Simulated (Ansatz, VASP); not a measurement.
## Pt4C in VASP and in Ansatz

INCAR

```
SYSTEM = Pt4C
  ALGO = Normal
  DIPOL = 0.5 0.5 0.325
  EDIFF = 1E-6
  ENCUT = 520
  GGA = PS
  GGA_COMPAT = .FALSE.
  IDIPOL = 3
  ISIF = 2
  ISMEAR = 0
  ISPIN = 2
  LASPH = .TRUE.
  LCHARG = .TRUE.
  LDIPOL = .TRUE.
  LELF = .TRUE.
  LMAXMIX = 4
  LORBIT = 11
  LREAL = .FALSE.
  LVACPOTAV = .TRUE.
  LVHAR = .TRUE.
  LWAVE = .FALSE.
  MAGMOM = 0 0 0 0 2
  NBANDS = 34
  NELM = 200
  NELMDL = -8
  PREC = Accurate
  SIGMA = 0.1
```

KPOINTS

```
k-points
0
G
  10 7 1
  0 0 0
```

Contents of POSCAR:

```
Pt4C
1.0
    2.7704032196      0.0000000000      0.0000000000
    0.0000000000      3.9179418064      0.0000000000
    0.0000000000      0.0000000000     21.0969749094
Pt C
4 1
Direct
    0.5000000000      0.5000000000      0.1896006426
    0.0000000000      0.0000000000      0.2552594214
    0.5000000000      0.5000000000      0.3256256435
    0.0000000000      0.0000000000      0.3837979115
    0.0000000000      0.1666666667      0.4691182007
```

Input for Ansatz:

```yaml
crystal:
  lattice:
    - [2.7704032196, 0.0, 0.0]
    - [0.0, 3.9179418064, 0.0]
    - [0.0, 0.0, 21.0969749094]
  atoms:
    - { symbol: Pt, position: [0.5, 0.5, 0.1896006426] }
    - { symbol: Pt, position: [0.0, 0.0, 0.2552594214] }
    - { symbol: Pt, position: [0.5, 0.5, 0.3256256435] }
    - { symbol: Pt, position: [0.0, 0.0, 0.3837979115] }
    - { symbol: C, position: [0.0, 0.1666666667, 0.4691182007], spin: 2.0 }
basis:
  ecutwfc: 420
kpoints:
  mp_grid: { grid: [10, 7, 1] }
hamiltonian:
  xc: pbesol
  pseudopotentials: { kind: paw, azcp: { folder: soft_1 } }
scf:
  occupations: { method: gaussian, width: 0.1 }
output:
  forces: true
  eigenvalues: true
  populations: true
magnetization:
  spin_polarized: true
efield:
  axis: 3
  dipole_correction: true
  ramp_width: 0.04
```

Alike in both runs: task single point; functional PBEsol; k mesh 10 × 7 × 1; occupations gaussian, width 0.1 eV; collinear spin.

|  | VASP | Ansatz |
| --- | --- | --- |
| version | VASP 6.6.1 | Ansatz 0.2.0 |
| potentials or method | VASP PAW PBE potentials, release 64 (Pt, C), cutoff 520 eV | scalar-relativistic, plane waves, PAW |
| valence electrons in the cell | 44 | 76 |

|  | VASP | Ansatz | Ansatz less VASP |
| --- | --- | --- | --- |
| gap on the k mesh at the Fermi level (eV) | none | none | - |
| rms of the force components (eV/Å) | 1.557 | 1.608 | +0.0503 |
| net moment per atom (μB) | 0.00 | 0.00 | 0.000 |
| work function, face that differs most (eV) | 5.52 | 5.52 | +0.002 |

VASP's potentials were made for PBE, not for PBEsol, and Ansatz warns of the same on its side. Atom by atom the forces differ by 0.052 eV/Å (rms over components). A gap of «none» marks a metal or a gap that the smearing closes. The functional is the same, so the differences come from potentials, cutoffs and numerics. VASP's potentials hold 44 valence electrons a cell and Ansatz's 76, so a difference there can come from the potentials and not from the codes. Ansatz's warnings: seeded moment not kept.

Spin-orbit coupling is off throughout.
